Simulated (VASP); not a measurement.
# GaP (F-43m) in VASP: further runs, part 2 of 2

VASP 6.6.1. The steps go on from the part before.

### Step 3. Single point, PBE (volume changed by +6%)

INCAR

```
SYSTEM = GaP
ALGO = Normal ; EDIFF = 1E-6
ENCUT = 520 ; GGA = PE
ISIF = 2 ; ISMEAR = 0
LASPH = .TRUE. ; LCHARG = .TRUE.
LELF = .TRUE. ; LREAL = .FALSE.
LVHAR = .TRUE. ; LWAVE = .FALSE.
NBANDS = 16 ; NELM = 60
PREC = Accurate ; SIGMA = 0.01
```

KPOINTS

```
k-points
0
G
  6 6 6
  0 0 0
```

POSCAR

```
GaP
1.0
    0.0000000000      2.8065218338      2.8065218338
    2.8065218338      0.0000000000      2.8065218338
    2.8065218338      2.8065218338      0.0000000000
Ga P
1 1
Direct
    0.0000000000      0.0000000000      0.0000000000
    0.2500000000      0.2500000000      0.2500000000
```

Potentials or basis: VASP PAW PBE potentials, release 64 (Ga_d, P).

Run with:

```bash
> cat potpaw_PBE.64/Ga_d/POTCAR potpaw_PBE.64/P/POTCAR > POTCAR
> mpirun -np 1 vasp_std > vasp.out
```

It took 15 s on 1 thread of Intel Xeon 6975P-C (Granite Rapids), shared host; peak memory 0.16 GiB.

It converged, with:

- Free energy: -9.0806 eV
- Pressure: -3.9 GPa
- Band gap on the k mesh: 1.11 eV, direct

Levels at points of the mesh, in eV from the valence-band top:
| k point | band 5 | band 6 | band 7 | band 8 | band 9 | band 10 | band 11 | band 12 | band 13 | band 14 |
| --- | --- | --- | --- | --- | --- | --- | --- | --- | --- | --- |
| (0.00, 0.00, 0.00) | -14.36 | -11.86 | 0.00 | 0.00 | 0.00 | 1.11 | 3.89 | 3.89 | 3.89 | 8.43 |
| (0.50, 0.00, 0.00) | -14.36 | -10.07 | -6.16 | -1.00 | -1.00 | 1.40 | 4.73 | 4.73 | 8.08 | 10.29 |
| (0.50, 0.50, 0.00) | -14.35 | -9.29 | -6.36 | -2.39 | -2.39 | 1.82 | 1.88 | 9.93 | 9.93 | 10.43 |

Caveat: the cell differs from its parent crystal (volume changed by +6%).

### Step 4. Single point, r2SCAN (volume changed by -6%)

POSCAR

```
GaP
1.0
    0.0000000000      2.6697739786      2.6697739786
    2.6697739786      0.0000000000      2.6697739786
    2.6697739786      2.6697739786      0.0000000000
Ga P
1 1
Direct
    0.0000000000      0.0000000000      0.0000000000
    0.2500000000      0.2500000000      0.2500000000
```

INCAR.step1

```
PREC     = Accurate       # precision mode
ENCUT    = 520            # plane-wave cutoff, eV
ISMEAR   = 0              # smearing method
SIGMA    = 0.01           # smearing width, eV
LREAL    = F              # projectors in reciprocal space
LASPH    = T              # aspherical terms in the spheres
NELM     = 80             # most SCF steps
NBANDS   = 16             # bands
GGA      = PE             # functional
ALGO     = Normal         # electronic algorithm
EDIFF    = 1E-4           # SCF threshold, eV
LWAVE    = T              # write WAVECAR
LCHARG   = F              # write CHGCAR
```

INCAR.step2

```
PREC     = Accurate       # precision mode
ENCUT    = 520            # plane-wave cutoff, eV
EDIFF    = 1E-7           # SCF threshold, eV
ISMEAR   = 0              # smearing method
SIGMA    = 0.01           # smearing width, eV
LREAL    = F              # projectors in reciprocal space
LASPH    = T              # aspherical terms in the spheres
NELM     = 80             # most SCF steps
ALGO     = Normal         # electronic algorithm
ISIF     = 2              # what is computed and relaxed
LWAVE    = F              # write WAVECAR
LCHARG   = T              # write CHGCAR
METAGGA  = R2SCAN         # meta-GGA
LMIXTAU  = T            
LELF     = T              # ELF
LVHAR    = T            
NBANDS   = 16             # bands
ISTART   = 1
```

KPOINTS

```
regular mesh
0
Gamma
  6 6 6
```

Run with:

```bash
> cat potpaw_PBE.64/Ga_d/POTCAR potpaw_PBE.64/P/POTCAR > POTCAR
> cp INCAR.step1 INCAR
> mpirun -np 1 vasp_std > vasp.out
> cp INCAR.step2 INCAR
> mpirun -np 1 vasp_std > vasp.out
```

Run time: 51 s. Hardware: 1 thread of Intel Xeon 6975P-C (Granite Rapids), shared host; peak memory 0.16 GiB.

The run converged. Its results:

| Quantity | Value |
| --- | --- |
| Free energy | -21.4058 eV |
| Pressure | 6.3 GPa |
| Band gap on the k mesh | 1.77 eV, indirect (least direct gap 2.89 eV) |

Levels at points of the mesh, in eV from the valence-band top:
```tsv
k point	band 6	band 7	band 8	band 9	band 10	band 11	band 12	band 13
(0.00, 0.00, 0.00)	-13.52	0.00	0.00	0.00	2.89	4.16	4.16	4.16
(0.50, 0.00, 0.00)	-11.14	-7.23	-1.27	-1.27	2.24	5.03	5.03	8.95
(0.50, 0.50, 0.00)	-10.12	-7.28	-3.03	-3.03	1.77	2.03	11.83	11.83
```

Caveat: the cell differs from its parent crystal (volume changed by -6%); the PAW data sets were made with another functional, which shifts forces and pressure a little. A k mesh can miss the band edges.

### Step 5. Single point, r2SCAN (volume changed by -3%)

POSCAR

```
GaP
1.0
    0.0000000000      2.6978789279      2.6978789279
    2.6978789279      0.0000000000      2.6978789279
    2.6978789279      2.6978789279      0.0000000000
Ga P
1 1
Direct
    0.0000000000      0.0000000000      0.0000000000
    0.2500000000      0.2500000000      0.2500000000
```

INCAR.step1

```
SYSTEM = GaP
PREC = Accurate
ENCUT = 520
ISMEAR = 0
SIGMA = 0.01
LREAL = .FALSE.
LASPH = .TRUE.
NELM = 100
NBANDS = 16
GGA = PE
ALGO = Normal
EDIFF = 1E-4
LWAVE = .TRUE.
LCHARG = .FALSE.
```

INCAR.step2

```
SYSTEM = GaP
PREC = Accurate
ENCUT = 520
EDIFF = 1E-6
ISMEAR = 0
SIGMA = 0.01
LREAL = .FALSE.
LASPH = .TRUE.
NELM = 100
ALGO = Normal
ISIF = 2
LWAVE = .FALSE.
LCHARG = .FALSE.
METAGGA = R2SCAN
LMIXTAU = .TRUE.
NBANDS = 16
ISTART = 1
```

KPOINTS

```
regular mesh
0
G
  6 6 6
  0 0 0
```

Run with:

```bash
> cat potpaw_PBE.64/Ga_d/POTCAR potpaw_PBE.64/P/POTCAR > POTCAR
> cp INCAR.step1 INCAR
> mpirun -np 1 vasp_std > vasp.out
> cp INCAR.step2 INCAR
> mpirun -np 1 vasp_std > vasp.out
```

It took 42 s on 1 thread of Intel Xeon 6975P-C (Granite Rapids), shared host; peak memory 0.16 GiB.

The run converged. Its results:

```yaml
Free_energy: -21.4401 eV
Pressure: 2.9 GPa
Band_gap_on_the_k_mesh: 1.85 eV, indirect (least direct gap 2.61 eV)
```

Levels at points of the mesh, in eV from the valence-band top:
| k point | band 7 | band 8 | band 9 | band 10 | band 11 | band 12 |
| --- | --- | --- | --- | --- | --- | --- |
| (0.00, 0.00, 0.00) | 0.00 | 0.00 | 0.00 | 2.61 | 4.18 | 4.18 |
| (0.50, 0.00, 0.00) | -7.03 | -1.22 | -1.22 | 2.14 | 5.04 | 5.04 |
| (0.50, 0.50, 0.00) | -7.11 | -2.91 | -2.91 | 1.85 | 2.07 | 11.59 |

Caveat: the cell differs from its parent crystal (volume changed by -3%); the PAW data sets were made with another functional, which shifts forces and pressure a little. A k mesh can miss the band edges.

### Step 6. Single point, r2SCAN

This run uses another cell than the first one, of 20.24 Å³/atom, 0.942 times its volume.

POSCAR

```
GaP
1.0
    0.0000000000      2.7254102062      2.7254102062
    2.7254102062      0.0000000000      2.7254102062
    2.7254102062      2.7254102062      0.0000000000
Ga P
1 1
Direct
    0.0000000000      0.0000000000      0.0000000000
    0.2500000000      0.2500000000      0.2500000000
```

INCAR.step1

```
SYSTEM = GaP
PREC     = Accurate       ! precision mode
ENCUT    = 520            ! plane-wave cutoff, eV
ISMEAR   = 0              ! smearing method
SIGMA    = 0.01           ! smearing width, eV
LREAL    = .FALSE.        ! projectors in reciprocal space
LASPH    = .TRUE.         ! aspherical terms in the spheres
NELM     = 100            ! most SCF steps
NBANDS   = 16             ! bands
GGA      = PE             ! functional
ALGO     = Normal         ! electronic algorithm
EDIFF    = 1E-4           ! SCF threshold, eV
LWAVE    = .TRUE.         ! write WAVECAR
LCHARG   = .FALSE.        ! write CHGCAR
```

INCAR.step2

```
SYSTEM = GaP
PREC     = Accurate       ! precision mode
ENCUT    = 520            ! plane-wave cutoff, eV
EDIFF    = 1E-6           ! SCF threshold, eV
ISMEAR   = 0              ! smearing method
SIGMA    = 0.01           ! smearing width, eV
LREAL    = .FALSE.        ! projectors in reciprocal space
LASPH    = .TRUE.         ! aspherical terms in the spheres
NELM     = 100            ! most SCF steps
ALGO     = Normal         ! electronic algorithm
ISIF     = 2              ! what is computed and relaxed
LWAVE    = .FALSE.        ! write WAVECAR
LCHARG   = .TRUE.         ! write CHGCAR
METAGGA  = R2SCAN         ! meta-GGA
LMIXTAU  = .TRUE.       
LELF     = .TRUE.         ! ELF
LVHAR    = .TRUE.       
NBANDS   = 16             ! bands
ISTART   = 1
```

KPOINTS

```
Automatic mesh
0
G
  6 6 6
  0 0 0
```

Potentials or basis: VASP PAW PBE potentials, release 64 (Ga_d, P).

Run with:

```bash
> cat potpaw_PBE.64/Ga_d/POTCAR potpaw_PBE.64/P/POTCAR > POTCAR
> cp INCAR.step1 INCAR
> mpirun -np 1 vasp_std > vasp.out
> cp INCAR.step2 INCAR
> mpirun -np 1 vasp_std > vasp.out
```

Run time: 57 s. Hardware: 1 thread of Intel Xeon 6975P-C (Granite Rapids), shared host; peak memory 0.17 GiB.

The run converged. Its results:

```
Free energy            : -21.4510 eV
Pressure               : 0.0 GPa
Band gap on the k mesh : 1.91 eV, indirect (least direct gap 2.34 eV)
```

Levels at points of the mesh, in eV from the valence-band top:
| k point | band 5 | band 6 | band 7 | band 8 | band 9 | band 10 | band 11 | band 12 | band 13 | band 14 |
| --- | --- | --- | --- | --- | --- | --- | --- | --- | --- | --- |
| (0.00, 0.00, 0.00) | -14.88 | -13.02 | 0.00 | 0.00 | 0.00 | 2.34 | 4.19 | 4.19 | 4.19 | 9.46 |
| (0.50, 0.00, 0.00) | -14.87 | -10.86 | -6.85 | -1.17 | -1.17 | 2.04 | 5.05 | 5.05 | 8.83 | 11.64 |
| (0.50, 0.50, 0.00) | -14.86 | -9.92 | -6.96 | -2.80 | -2.80 | 1.91 | 2.10 | 11.35 | 11.35 | 12.01 |

Caveat: the PAW data sets were made with another functional, which shifts forces and pressure a little.

### Step 7. Summary

| level | cell | gap on the mesh (eV) | pressure (GPa) |
| --- | --- | --- | --- |
| PBE | a = 3.931 Å, angles 60.0°, 2 atoms | 1.34 | -2.1 |
| PBE | a = 3.969 Å, angles 60.0°, 2 atoms | 1.11 | -3.9 |
| r2SCAN | a = 3.776 Å, angles 60.0°, 2 atoms | 1.77 | 6.3 |
| r2SCAN | a = 3.815 Å, angles 60.0°, 2 atoms | 1.85 | 2.9 |
| r2SCAN | a = 3.854 Å, angles 60.0°, 2 atoms | 1.91 | 0.0 |

Alike in all rows: task single point; potentials or basis VASP PAW PBE potentials, release 64 (Ga_d, P); no spin polarisation; k mesh 6 × 6 × 6; cutoff (eV) 520; smearing gaussian 0.01 eV.

Caveats: the PAW data sets were made with another functional, which shifts forces and pressure a little (some runs).

Total energies depend on the potentials used, so only differences within one code and one set of settings carry meaning.

### Step 8. Against experiment

Step 6. Measured gap of GaP: 2.34 eV (indirect; 10 K; quoted in “Stacking defects in GaP nanowires: Electronic structure and optical properties”, 2018, arxiv:1810.01194). This calculation gives 1.91 eV (-0.43 eV). Spin-orbit coupling on Ga is left out. The value is that of r2SCAN on a finite k mesh, which can miss the band edges, without temperature or zero-point motion.
